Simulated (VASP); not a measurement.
# CoSi2 (Fm-3m) in VASP: notebook

The runs below take CoSi2 through single point, with PBEsol.

Everything below comes from runs of VASP 6.6.1. Logs are shortened: lines on timing, memory, paths and dates and some standing lists are left out, and cuts for length are marked.

**1. The cell of the first run**

It takes space group Fm-3m (No. 225, cubic). The conventional cell has a = 5.167 Å, b = 5.167 Å, c = 5.167 Å, α = 90.00°, β = 90.00°, γ = 90.00°. Within 3.0 Å of Co (site symmetry m-3m) lie 8 Si at 2.24 Å. Within 3.0 Å of Si (site symmetry -43m) lie 4 Co at 2.24 Å and 6 Si at 2.58 Å.

**2. Single point, PBEsol, collinear spin, ferromagnetic start (11.50 Å³/atom)**

Contents of INCAR:

```
SYSTEM = CoSi2
PREC = Accurate
ENCUT = 520
EDIFF = 1E-6
ISMEAR = 0
SIGMA = 0.15
LREAL = .FALSE.
LASPH = .TRUE.
NELM = 150
ALGO = Normal
ISIF = 2
LWAVE = .FALSE.
LCHARG = .TRUE.
ISPIN = 2
MAGMOM = 1.375 0 0
LORBIT = 11
NUPDOWN = 1.375
LMAXMIX = 4
GGA = PS
LELF = .TRUE.
LVHAR = .TRUE.
NBANDS = 20
```

Contents of KPOINTS:

```
Automatic mesh
0
G
  14 14 14
  0 0 0
```

Contents of POSCAR:

```
CoSi2
1.0
    0.0000000000      2.5835250176      2.5835250176
    2.5835250176      0.0000000000      2.5835250176
    2.5835250176      2.5835250176      0.0000000000
Co Si
1 2
Direct
    0.0000000000      0.0000000000      0.0000000000
    0.2500000000      0.2500000000      0.2500000000
    0.7500000000      0.7500000000      0.7500000000
```

Potentials or basis: VASP PAW PBE potentials, release 64 (Co, Si).

Command:

```sh
> cat potpaw_PBE.64/Co/POTCAR potpaw_PBE.64/Si/POTCAR > POTCAR
> mpirun -np 1 vasp_std > vasp.out
```

OUTCAR:

```text
SYSTEM = CoSi2
   PREC = Accurate
   ENCUT = 520
   EDIFF = 1E-6
   ISMEAR = 0
   LREAL = .FALSE.
   LASPH = .TRUE.
   NELM = 150
   ISIF = 2
   ISPIN = 2
   LORBIT = 11
   NUPDOWN = 1.375
   GGA = PS

 ion  position               nearest neighbor table
   1  0.000  0.000  0.000-   3 2.24   3 2.24   3 2.24   2 2.24   3 2.24   2 2.24   2 2.24   2 2.24

   2  0.250  0.250  0.250-   1 2.24   1 2.24   1 2.24   1 2.24   3 2.58   3 2.58   3 2.58   3 2.58
                             3 2.58   3 2.58
   3  0.750  0.750  0.750-   1 2.24   1 2.24   1 2.24   1 2.24   2 2.58   2 2.58   2 2.58   2 2.58
                             2 2.58   2 2.58

  LATTYP: Found a face centered cubic cell.
 ALAT       =     5.1670500352

  Lattice vectors:

 A1 = (   0.0000000000,   2.5835250176,   2.5835250176)
 A2 = (   2.5835250176,   0.0000000000,   2.5835250176)
 A3 = (   2.5835250176,   2.5835250176,   0.0000000000)

Analysis of symmetry for initial positions (statically):
=====================================================================
 Subroutine PRICEL returns:
 Original cell was already a primitive cell.

 Routine SETGRP: Setting up the symmetry group for a
 face centered cubic supercell.

 Subroutine GETGRP returns: Found 48 space group operations
 (whereof 48 operations were pure point group operations)
 out of a pool of 48 trial point group operations.

The static configuration has the point symmetry O_h .

Analysis of symmetry for dynamics (positions and initial velocities):
=====================================================================
 Subroutine PRICEL returns:
 Original cell was already a primitive cell.

 Routine SETGRP: Setting up the symmetry group for a
 face centered cubic supercell.

 Subroutine GETGRP returns: Found 48 space group operations
 (whereof 48 operations were pure point group operations)
 out of a pool of 48 trial point group operations.

The dynamic configuration has the point symmetry O_h .

Analysis of structural, dynamic, and magnetic symmetry:
=====================================================================
 Subroutine PRICEL returns:
 Original cell was already a primitive cell.

 Routine SETGRP: Setting up the symmetry group for a
 face centered cubic supercell.

 Subroutine GETGRP returns: Found 48 space group operations
 (whereof 48 operations were pure point group operations)
 out of a pool of 48 trial point group operations.

The overall configuration has the point symmetry O_h .

 Subroutine INISYM returns: Found 48 space group operations
 (whereof 48 operations are pure point group operations),
 and found     1 'primitive' translations

----------------------------------------------------------------------------------------

                                     Primitive cell

  volume of cell :      34.4880

  direct lattice vectors                    reciprocal lattice vectors
     0.000000000  2.583525018  2.583525018    -0.193534027  0.193534027  0.193534027
     2.583525018  0.000000000  2.583525018     0.193534027 -0.193534027  0.193534027
     2.583525018  2.583525018  0.000000000     0.193534027  0.193534027 -0.193534027

  length of vectors
     3.653656119  3.653656119  3.653656119     0.335210767  0.335210767  0.335210767

  position of ions in fractional coordinates (direct lattice)
     0.000000000  0.000000000  0.000000000
     0.250000000  0.250000000  0.250000000
     0.750000000  0.750000000  0.750000000

  ion indices of the primitive-cell ions
   primitive index   ion index
                 1           1
                 2           2
                 3           3

----------------------------------------------------------------------------------------

 KPOINTS: Automatic mesh

Automatic generation of k-mesh.
 Grid dimensions read from file:
 generate k-points for:   14   14   14

 Generating k-lattice:

  Cartesian coordinates                     Fractional coordinates (reciprocal lattice)
    -0.013823859  0.013823859  0.013823859     0.071428571  0.000000000  0.000000000
     0.013823859 -0.013823859  0.013823859     0.000000000  0.071428571  0.000000000
     0.013823859  0.013823859 -0.013823859     0.000000000  0.000000000  0.071428571

  Length of vectors
     0.023943626  0.023943626  0.023943626

  Shift w.r.t. Gamma in fractional coordinates (k-lattice)
     0.000000000  0.000000000  0.000000000

 Subroutine IBZKPT returns following result:
 ===========================================

 Found    104 irreducible k-points:

 Following reciprocal coordinates:
            Coordinates               Weight
  0.000000  0.000000  0.000000      1.000000
  0.071429  0.000000  0.000000      8.000000
  0.142857  0.000000  0.000000      8.000000
  0.214286  0.000000  0.000000      8.000000
  0.285714  0.000000  0.000000      8.000000
  0.357143  0.000000  0.000000      8.000000
[... 16 lines left out ...]
  0.214286  0.142857  0.000000     24.000000
  0.285714  0.142857  0.000000     24.000000
 [... further k-points ...]
   k-points           NKPTS =    104   k-points in BZ     NKDIM =    104   number of bands    NBANDS=     20
   number of dos      NEDOS =    301   number of ions     NIONS =      3
   total plane-waves  NPLWV =  21952
   dimension x,y,z NGX =    28 NGY =   28 NGZ =   28
   dimension x,y,z NGXF=    56 NGYF=   56 NGZF=   56
   ions per type =               1   2
   NGX,Y,Z   is equivalent  to a cutoff of  12.74, 12.74, 12.74 a.u.
   NGXF,Y,Z  is equivalent  to a cutoff of  25.48, 25.48, 25.48 a.u.
 SYSTEM =  CoSi2
   PREC   = accura    normal or accurate (medium, high low for compatibility)
   ISTART =      0    job   : 0-new  1-cont  2-samecut
   ICHARG =      2    charge: 1-file 2-atom 10-const
   ISPIN  =      2    spin polarized calculation?
   LNONCOLLINEAR =      F non collinear calculations
   LSORBIT =      F    spin-orbit coupling
   LASPH  =      T    aspherical Exc in radial PAW
   ENCUT  =  520.0 eV  38.22 Ry    6.18 a.u.   6.79  6.79  6.79*2*pi/ulx,y,z
   NELM   =    150;   NELMIN=  2; NELMDL= -5     # of ELM steps
   EDIFF  = 0.1E-05   stopping-criterion for ELM
   LREAL  =      F    real-space projection
   EDIFFG = 0.1E-04   stopping-criterion for IOM
   NSW    =      0    number of steps for IOM
   IBRION =     -1    ionic relax: 0-MD 1-quasi-New 2-CG
   NFREE  =      0    steps in history (QN), initial steepest desc. (CG)
   ISIF   =      2    stress and relaxation
   ISYM   =      2    0-nonsym 1-usesym 2-fastsym
   POTIM  = 0.5000    time-step for ionic-motion
   TEBEG  =    0.0;   TEEND  =   0.0 temperature during run
   PSTRESS=    0.0 pullay stress
   NELECT =      17.0000    total number of electrons
   NUPDOWN=       1.3750    fix difference up-down
   EMIN   =  10.00;   EMAX   =-10.00  energy-range for DOS
   EFERMI =   0.00;   METHOD = LEGACY
   ISMEAR =     0;   SIGMA  =   0.15  broadening in eV -4-tet -1-fermi 0-gaus
   EFERMI_NEDOS =   21; number of points for ismear=-14 and -15
   IALGO  =     38    algorithm
   IMIX   =      4    mixing-type and parameters
     AMIX     =   0.40;   BMIX     =  1.00
     AMIX_MAG =   1.60;   BMIX_MAG =  1.00
  volume/ion in A,a.u.               =      11.50        77.58
  Fermi-wavevector in a.u.,A,eV,Ry     =   1.293208  2.443809 22.754215  1.672388
  Thomas-Fermi vector in A             =   2.424868
   LORBIT       =     11    0 simple, 1 ext, 2 COOP (PROOUT), +10 PAW based schemes
   GGA     = PS    functional components
   LHFCALC =     F    Hartree Fock is set to
   AEXX    =    0.0000 exact exchange contribution
   IVDW    =     0    specifies the selected vdW correction
   LEPSILON=     F    determine dielectric tensor
   LRPA    =     F    only Hartree local field effects (RPA)
 spin polarized calculation
 Gauss-broadening in eV      SIGMA  =   0.15
  energy-cutoff  :      520.00
  volume of cell :       34.49
 maximum number of plane-waves:       944
   NGX = 13   NGY = 13   NGZ = 13

 number of electron      16.9999995 magnetization       1.3749999

 Free energy of the ion-electron system (eV)
  ---------------------------------------------------
  ext. energy  EPLUGINS =         0.00000000
  ---------------------------------------------------
  free energy    TOTEN  =       -19.76708403 eV

  energy without entropy =      -19.74414656  energy(sigma->0) =      -19.75561529

 E-fermi :  10.9029     XC(G=0): -12.3558

 val. band max:       13.6263002801   @ k =   0.2857   0.2143   0.0714
 cond. band min:      10.9033432828   @ k =   0.2857   0.2857   0.0000
 fundamental gap:     -2.7229569973
 Fermi energy:        13.6529269311

 spin component 1

 k-point     1 :       0.0000    0.0000    0.0000
  band No.  band energies     occupation
      1      -2.6188      1.00000
      2       6.6267      1.00000
      3       6.6267      1.00000
      4       6.6267      1.00000
      5       8.7865      1.00000
      6       8.7865      1.00000
[... 12 lines left out ...]
     19      22.2119      0.00000
[... 513 lines left out ...]
      4       6.8690      1.00000
      5       7.9988      1.00000
      6       8.9969      1.00000
[... 12 lines left out ...]
     19      26.8169      0.00000
     20      29.0998      0.00000

 [... further k-points ...]

 spin component 2

 k-point     1 :       0.0000    0.0000    0.0000
  band No.  band energies     occupation
      1      -2.2894      1.00000
      2       7.1425      1.00000
      3       7.1425      1.00000
      4       7.1425      1.00000
      5       9.4702      1.00000
      6       9.4702      1.00000
[... 12 lines left out ...]
     19      22.4251      0.00000
[... 513 lines left out ...]
      4       7.3737      1.00000
      5       8.5602      1.00000
      6       9.6910      1.00000
[... 12 lines left out ...]
     19      27.0877      0.00000
     20      29.4685      0.00000

 [... further k-points ...]

------------------------ aborting loop because EDIFF is reached ----------------------------------------

  FORCE on cell =-STRESS in cart. coord.  units (eV):
  Direction    XX          YY          ZZ          XY          YZ          ZX
  --------------------------------------------------------------------------------------
  -------------------------------------------------------------------------------------
  Total        6.1386644      6.1386644      6.1386644     -0.0000000      0.0000000      0.0000000
  in kB      285.1782935    285.1782935    285.1782935     -0.0000000      0.0000000      0.0000000
  external PRESSURE =     285.1782935 kB  Pullay stress =       0.0000000 kB

 VOLUME and BASIS-vectors are now :
 -----------------------------------------------------------------------------
  energy-cutoff  :      520.00
  volume of cell :       34.49
      direct lattice vectors                 reciprocal lattice vectors
     0.000000000  2.583525018  2.583525018    -0.193534027  0.193534027  0.193534027
     2.583525018  0.000000000  2.583525018     0.193534027 -0.193534027  0.193534027
     2.583525018  2.583525018  0.000000000     0.193534027  0.193534027 -0.193534027

 POSITION                                       TOTAL-FORCE (eV/Angst)
 -----------------------------------------------------------------------------------
      0.00000      0.00000      0.00000        -0.000000      0.000000     -0.000000
      1.29176      1.29176      1.29176         0.000000      0.000000      0.000000
      3.87529      3.87529      3.87529        -0.000000     -0.000000     -0.000000
 -----------------------------------------------------------------------------------
    total drift:                               -0.000000     -0.000000      0.000000

  FREE ENERGIE OF THE ION-ELECTRON SYSTEM (eV)
  ---------------------------------------------------
  free  energy   TOTEN  =       -19.7670840275 eV

  energy  without entropy=      -19.7441465623  energy(sigma->0) =      -19.75561529

 total charge

# of ion       s       p       d       tot
------------------------------------------
    1        0.605   0.858   7.694   9.157
    2        0.743   0.936   0.000   1.680
    3        0.743   0.936   0.000   1.680
--------------------------------------------------
tot          2.092   2.730   7.694  12.517

 magnetization (x)

# of ion       s       p       d       tot
------------------------------------------
    1        0.015   0.173   0.659   0.846
    2        0.032   0.082   0.000   0.115
    3        0.032   0.082   0.000   0.115
--------------------------------------------------
tot          0.079   0.337   0.659   1.076
```

Run time: 3.6 min. Hardware: 1 thread of Intel Xeon 8259CL, shared host; peak memory 0.25 GiB.

What came out:

```
Free energy                                           : -19.7671 eV
Pressure                                              : 28.5 GPa
Net moment                                            : 1.37 μB per cell
Site moments                                          : Co +0.85; Si +0.12 μB
Valence electrons inside the program's atomic spheres : Co 9.16; Si 1.68
```

Caveat: the cell stands under pressure; the PAW data sets were made with another functional, which shifts forces and pressure a little; the total moment is fixed, so each spin has its own Fermi level and the state may be an excited one.

**3. Single point, PBEsol, collinear spin, ferromagnetic start (11.50 Å³/atom)**

Contents of INCAR:

```
PREC     = Accurate       # precision mode
ENCUT    = 520            # plane-wave cutoff, eV
EDIFF    = 1E-7           # SCF threshold, eV
ISMEAR   = 0              # smearing method
SIGMA    = 0.15           # smearing width, eV
LREAL    = F              # projectors in reciprocal space
LASPH    = T              # aspherical terms in the spheres
NELM     = 150            # most SCF steps
ALGO     = Normal         # electronic algorithm
ISIF     = 2              # what is computed and relaxed
LWAVE    = F              # write WAVECAR
LCHARG   = T              # write CHGCAR
ISPIN    = 2              # spin polarisation
MAGMOM   = 0.275 0 0      # initial moments
LORBIT   = 11             # projections on sites
NUPDOWN  = 0.275          # fixed moment
LMAXMIX  = 4              # l up to which the mixer works
GGA      = PS             # functional
LELF     = T              # ELF
LVHAR    = T            
NBANDS   = 20             # bands
```

Contents of KPOINTS:

```
Automatic mesh
0
Gamma
  14 14 14
```

POSCAR is that of step 2.

Potentials or basis: VASP PAW PBE potentials, release 64 (Co, Si).

Command:

```sh
> cat potpaw_PBE.64/Co/POTCAR potpaw_PBE.64/Si/POTCAR > POTCAR
> mpirun -np 1 vasp_std > vasp.out
```

Run time: 3.8 min. Hardware: 1 thread of Intel Xeon 8259CL, shared host; peak memory 0.25 GiB.

The run converged. Its results:

```
Free energy                                           : -20.7815 eV
Pressure                                              : 19.9 GPa
Net moment                                            : 0.28 μB per cell
Site moments                                          : Co +0.17; Si +0.02 μB
Valence electrons inside the program's atomic spheres : Co 9.19; Si 1.67
```

Caveat: the cell stands under pressure; the PAW data sets were made with another functional, which shifts forces and pressure a little; the total moment is fixed, so each spin has its own Fermi level and the state may be an excited one.
